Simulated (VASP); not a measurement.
# BP (I-4m2) in VASP: single point with r2SCAN

Aim: the single point of BP with r2SCAN.

Program: VASP 6.6.1. These are calculated values, not measurements. Logs are shortened: lines on timing, memory, paths and dates and some standing lists are left out, and cuts for length are marked.

**1. The cell of the first run**

It takes space group I-4m2 (No. 119, tetragonal). The conventional cell has a = 3.337 Å, b = 3.337 Å, c = 4.901 Å, α = 90.00°, β = 90.00°, γ = 90.00°. Within 2.7 Å of B (site symmetry -4m2) lie 4 P at 2.07 Å. P (site symmetry -4m2) has 4 B at 2.07 Å within 2.7 Å.

**2. Single point, r2SCAN (strain +0.040 along x and y, +0.080 along z)**

Input file POSCAR:

```
BP
1.0
    0.0000000000      2.3597600000      2.4505200000
    2.3597600000      0.0000000000      2.4505200000
    2.3597600000      2.3597600000      0.0000000000
B P
1 1
Direct
    0.0000000000      0.0000000000      0.0000000000
    0.7500000000      0.7500000000      0.7500000000
```

Input file INCAR.step1:

```
SYSTEM = BP
  PREC = Accurate
  ENCUT = 520
  ISMEAR = 0
  SIGMA = 0.05
  LREAL = .False.
  LASPH = .True.
  NELM = 60
  NBANDS = 11
  GGA = PE
  ALGO = Normal
  EDIFF = 1E-4
  LWAVE = .True.
  LCHARG = .False.
```

Input file INCAR.step2:

```
SYSTEM = BP
  PREC = Accurate
  ENCUT = 520
  EDIFF = 1E-6
  ISMEAR = 0
  SIGMA = 0.05
  LREAL = .False.
  LASPH = .True.
  NELM = 60
  ALGO = Normal
  ISIF = 2
  LWAVE = .False.
  LCHARG = .True.
  METAGGA = R2SCAN
  LMIXTAU = .True.
  LELF = .True.
  LVHAR = .True.
  NBANDS = 11
  ISTART = 1
```

Input file KPOINTS:

```
Automatic mesh
0
Gamma
  10 10 10
  0 0 0
```

Potentials or basis: VASP PAW PBE potentials, release 64 (B, P).

Started as:

```bash
> cat potpaw_PBE.64/B/POTCAR potpaw_PBE.64/P/POTCAR > POTCAR
> cp INCAR.step1 INCAR
> mpirun -np 1 vasp_std > vasp.out
> cp INCAR.step2 INCAR
> mpirun -np 1 vasp_std > vasp.out
```

OUTCAR:

```text
SYSTEM = BP
   PREC = Accurate
   ENCUT = 520
   EDIFF = 1E-6
   ISMEAR = 0
   LREAL = .False.
   LASPH = .True.
   NELM = 60
   ISIF = 2
   METAGGA = R2SCAN
   ISTART = 1

 ion  position               nearest neighbor table
   1  0.000  0.000  0.000-   2 2.07   2 2.07   2 2.07   2 2.07
   2  0.750  0.750  0.750-   1 2.07   1 2.07   1 2.07   1 2.07

  LATTYP: Found a body centered tetragonal cell.
 ALAT       =     3.3372045959
 C/A-ratio  =     1.4686063917

  Lattice vectors:

 A1 = (  -2.3597600000,   0.0000000000,   2.4505200000)
 A2 = (   2.3597600000,   0.0000000000,   2.4505200000)
 A3 = (   0.0000000000,   2.3597600000,  -2.4505200000)

Analysis of symmetry for initial positions (statically):
=====================================================================
 Subroutine PRICEL returns:
 Original cell was already a primitive cell.

 Routine SETGRP: Setting up the symmetry group for a
 body centered tetragonal supercell.

 Subroutine GETGRP returns: Found  8 space group operations
 (whereof  8 operations were pure point group operations)
 out of a pool of 16 trial point group operations.

The static configuration has the point symmetry D_2d.

Analysis of symmetry for dynamics (positions and initial velocities):
=====================================================================
 Subroutine PRICEL returns:
 Original cell was already a primitive cell.

 Routine SETGRP: Setting up the symmetry group for a
 body centered tetragonal supercell.

 Subroutine GETGRP returns: Found  8 space group operations
 (whereof  8 operations were pure point group operations)
 out of a pool of 16 trial point group operations.

The dynamic configuration has the point symmetry D_2d.

 Subroutine INISYM returns: Found  8 space group operations
 (whereof  8 operations are pure point group operations),
 and found     1 'primitive' translations

----------------------------------------------------------------------------------------

                                     Primitive cell

  volume of cell :      27.2913

  direct lattice vectors                    reciprocal lattice vectors
     0.000000000  2.359760000  2.450520000    -0.211885955  0.211885955  0.204038327
     2.359760000  0.000000000  2.450520000     0.211885955 -0.211885955  0.204038327
     2.359760000  2.359760000  0.000000000     0.211885955  0.211885955 -0.204038327

  length of vectors
     3.401986997  3.401986997  3.337204596     0.362523039  0.362523039  0.362523039

  position of ions in fractional coordinates (direct lattice)
     0.000000000  0.000000000  0.000000000
     0.750000000  0.750000000  0.750000000

  ion indices of the primitive-cell ions
   primitive index   ion index
                 1           1
                 2           2

----------------------------------------------------------------------------------------

 KPOINTS: Automatic mesh

Automatic generation of k-mesh.
 Grid dimensions read from file:
 generate k-points for:   10   10   10

 Generating k-lattice:

  Cartesian coordinates                     Fractional coordinates (reciprocal lattice)
    -0.021188595  0.021188595  0.020403833     0.100000000 -0.000000000  0.000000000
     0.021188595 -0.021188595  0.020403833    -0.000000000  0.100000000  0.000000000
     0.021188595  0.021188595 -0.020403833     0.000000000  0.000000000  0.100000000

  Length of vectors
     0.036252304  0.036252304  0.036252304

  Shift w.r.t. Gamma in fractional coordinates (k-lattice)
     0.000000000  0.000000000  0.000000000

 Subroutine IBZKPT returns following result:
 ===========================================

 Found    102 irreducible k-points:

 Following reciprocal coordinates:
            Coordinates               Weight
  0.000000  0.000000  0.000000      1.000000
  0.100000 -0.000000  0.000000      8.000000
  0.200000 -0.000000  0.000000      8.000000
  0.300000 -0.000000  0.000000      8.000000
  0.400000 -0.000000  0.000000      8.000000
  0.500000 -0.000000  0.000000      4.000000
[... 16 lines left out ...]
  0.300000  0.300000  0.000000      2.000000
  0.400000  0.300000  0.000000      8.000000
 [... further k-points ...]
   k-points           NKPTS =    102   k-points in BZ     NKDIM =    102   number of bands    NBANDS=     11
   number of dos      NEDOS =    301   number of ions     NIONS =      2
   total plane-waves  NPLWV =  21952
   dimension x,y,z NGX =    28 NGY =   28 NGZ =   28
   dimension x,y,z NGXF=    56 NGYF=   56 NGZF=   56
   ions per type =               1   1
   NGX,Y,Z   is equivalent  to a cutoff of  13.68, 13.68, 13.95 a.u.
   NGXF,Y,Z  is equivalent  to a cutoff of  27.37, 27.37, 27.90 a.u.
 SYSTEM =  BP
   PREC   = accura    normal or accurate (medium, high low for compatibility)
   ISTART =      1    job   : 0-new  1-cont  2-samecut
   ICHARG =      0    charge: 1-file 2-atom 10-const
   ISPIN  =      1    spin polarized calculation?
   LNONCOLLINEAR =      F non collinear calculations
   LSORBIT =      F    spin-orbit coupling
   LASPH  =      T    aspherical Exc in radial PAW
   ENCUT  =  520.0 eV  38.22 Ry    6.18 a.u.   6.33  6.33  6.20*2*pi/ulx,y,z
   NELM   =     60;   NELMIN=  2; NELMDL=  0     # of ELM steps
   EDIFF  = 0.1E-05   stopping-criterion for ELM
   LREAL  =      F    real-space projection
   EDIFFG = 0.1E-04   stopping-criterion for IOM
   NSW    =      0    number of steps for IOM
   IBRION =     -1    ionic relax: 0-MD 1-quasi-New 2-CG
   NFREE  =      0    steps in history (QN), initial steepest desc. (CG)
   ISIF   =      2    stress and relaxation
   ISYM   =      2    0-nonsym 1-usesym 2-fastsym
   POTIM  = 0.5000    time-step for ionic-motion
   TEBEG  =    0.0;   TEEND  =   0.0 temperature during run
   PSTRESS=    0.0 pullay stress
   NELECT =       8.0000    total number of electrons
   NUPDOWN=      -1.0000    fix difference up-down
   EMIN   =  10.00;   EMAX   =-10.00  energy-range for DOS
   EFERMI =   0.00;   METHOD = LEGACY
   ISMEAR =     0;   SIGMA  =   0.05  broadening in eV -4-tet -1-fermi 0-gaus
   EFERMI_NEDOS =   21; number of points for ismear=-14 and -15
   IALGO  =     38    algorithm
   IMIX   =      4    mixing-type and parameters
     AMIX     =   0.40;   BMIX     =  1.00
     AMIX_MAG =   1.60;   BMIX_MAG =  1.00
  volume/ion in A,a.u.               =      13.65        92.09
  Fermi-wavevector in a.u.,A,eV,Ry     =   1.087502  2.055081 16.091083  1.182661
  Thomas-Fermi vector in A             =   2.223663
   LORBIT       =      0    0 simple, 1 ext, 2 COOP (PROOUT), +10 PAW based schemes
   METAGGA = R2SCAN    functional components
   LHFCALC =     F    Hartree Fock is set to
   AEXX    =    0.0000 exact exchange contribution
   IVDW    =     0    specifies the selected vdW correction
   LEPSILON=     F    determine dielectric tensor
   LRPA    =     F    only Hartree local field effects (RPA)
 non-spin polarized calculation
 Gauss-broadening in eV      SIGMA  =   0.05
  energy-cutoff  :      520.00
  volume of cell :       27.29
 maximum number of plane-waves:       752
 NGX is ok and might be reduce to    28
   NGX = 13   NGY = 13   NGZ = 13

 number of electron       8.0000000 magnetization

 Free energy of the ion-electron system (eV)
  ---------------------------------------------------
  ext. energy  EPLUGINS =         0.00000000
  ---------------------------------------------------
  free energy    TOTEN  =       -17.00774465 eV

  energy without entropy =      -17.00774465  energy(sigma->0) =      -17.00774465

 E-fermi :   5.9950     XC(G=0): -10.8125

 val. band max:        5.7589033411   @ k =   0.0000   0.0000   0.0000
 cond. band min:       7.1181023062   @ k =   0.4000   0.0000   0.4000
 fundamental gap:      1.3591989651
 Fermi energy:         5.9950244853

 k-point     1 :       0.0000    0.0000    0.0000
  band No.  band energies     occupation
      1      -9.2574      2.00000
      2       5.3835      2.00000
      3       5.7589      2.00000
      4       5.7589      2.00000
      5       9.0140      0.00000
      6       9.0140      0.00000
      7       9.2463      0.00000
      8      11.2533      0.00000
      9      16.9570      0.00000
     10      17.3977      0.00000
     11      18.3428      0.00000

 k-point     2 :       0.1000   -0.0000    0.0000
  band No.  band energies     occupation
      1      -9.0912      2.00000
      2       4.3452      2.00000
      3       5.2527      2.00000
      4       5.5025      2.00000
      5       9.2852      0.00000
      6       9.3950      0.00000
      7       9.6300      0.00000
      8      11.9711      0.00000
      9      16.8747      0.00000
     10      17.4901      0.00000
     11      17.6763      0.00000

 k-point     3 :       0.2000   -0.0000    0.0000
  band No.  band energies     occupation
      1      -8.6013      2.00000
      2       2.1292      2.00000
      3       4.6864      2.00000
      4       5.0097      2.00000
      5       9.2547      0.00000
      6      10.1325      0.00000
      7      10.2352      0.00000
      8      13.6131      0.00000
      9      16.4981      0.00000
     10      16.9813      0.00000
     11      18.3533      0.00000

 k-point     4 :       0.3000   -0.0000    0.0000
  band No.  band energies     occupation
      1      -7.8241      2.00000
      2      -0.0799      2.00000
      3       4.1868      2.00000
      4       4.5752      2.00000
      5       9.0083      0.00000
      6      10.5644      0.00000
      7      10.6248      0.00000
      8      15.1325      0.00000
      9      17.1465      0.00000
     10      17.2616      0.00000
     11      18.4906      0.00000
[... 239 lines left out ...]
 k-point    22 :      -0.2000    0.2000    0.0000
  band No.  band energies     occupation
      1      -7.5226      2.00000
      2       0.3742      2.00000
      3       1.7064      2.00000
      4       4.6919      2.00000
      5      10.3024      0.00000
      6      10.8905      0.00000
      7      11.5028      0.00000
      8      13.3992      0.00000
      9      15.6471      0.00000
     10      19.2216      0.00000
     11      20.7534      0.00000

 k-point    23 :       0.3000    0.3000    0.0000
  band No.  band energies     occupation
      1      -7.4050      2.00000
      2       0.4231      2.00000
      3       2.9048      2.00000
      4       2.9048      2.00000
      5       7.7866      0.00000
      6       9.9879      0.00000
      7      14.1155      0.00000
      8      14.1155      0.00000
      9      17.3009      0.00000
     10      20.3495      0.00000
     11      21.1028      0.00000

 k-point    24 :       0.4000    0.3000    0.0000
  band No.  band energies     occupation
      1      -6.6859      2.00000
      2      -0.7354      2.00000
      3       2.0883      2.00000
      4       2.6440      2.00000
      5       8.0899      0.00000
      6       9.8029      0.00000
      7      14.5767      0.00000
      8      14.8080      0.00000
      9      18.5569      0.00000
     10      20.9782      0.00000
     11      21.3933      0.00000

 [... further k-points ...]
[... 5 lines left out ...]
  --------------------------------------------------------------------------------------
  -------------------------------------------------------------------------------------
  Total       -2.8535869     -2.8535869     -4.5117102      0.0000000     -0.0000000      0.0000000
  in kB     -167.5242838   -167.5242838   -264.8670040      0.0000000     -0.0000000      0.0000000
  external PRESSURE =    -199.9718572 kB  Pullay stress =       0.0000000 kB

 VOLUME and BASIS-vectors are now :
 -----------------------------------------------------------------------------
  energy-cutoff  :      520.00
  volume of cell :       27.29
      direct lattice vectors                 reciprocal lattice vectors
     0.000000000  2.359760000  2.450520000    -0.211885955  0.211885955  0.204038327
     2.359760000  0.000000000  2.450520000     0.211885955 -0.211885955  0.204038327
     2.359760000  2.359760000  0.000000000     0.211885955  0.211885955 -0.204038327

 POSITION                                       TOTAL-FORCE (eV/Angst)
 -----------------------------------------------------------------------------------
      0.00000      0.00000      0.00000        -0.000000     -0.000000     -0.000000
      3.53964      3.53964      3.67578         0.000000      0.000000      0.000000
 -----------------------------------------------------------------------------------
    total drift:                               -0.000000     -0.000000     -0.000000

  FREE ENERGIE OF THE ION-ELECTRON SYSTEM (eV)
  ---------------------------------------------------
  free  energy   TOTEN  =       -17.0077446455 eV

  energy  without entropy=      -17.0077446455  energy(sigma->0) =      -17.00774465
```

It took 1.7 min on 1 thread of Intel Xeon Platinum 8375C at 2.90GHz (Ice Lake), shared host; peak memory 0.17 GiB.

What came out:

| Property | Result |
| --- | --- |
| Free energy | -17.0077 eV |
| Pressure | -20.0 GPa |
| Band gap on the k mesh | 1.36 eV (least direct gap 3.26 eV) |

Caveat: the cell differs from its parent crystal (strain +0.040 along x and y, +0.080 along z); the cell stands under tension; the PAW data sets were made with another functional, which shifts forces and pressure a little. A k mesh can miss the band edges.
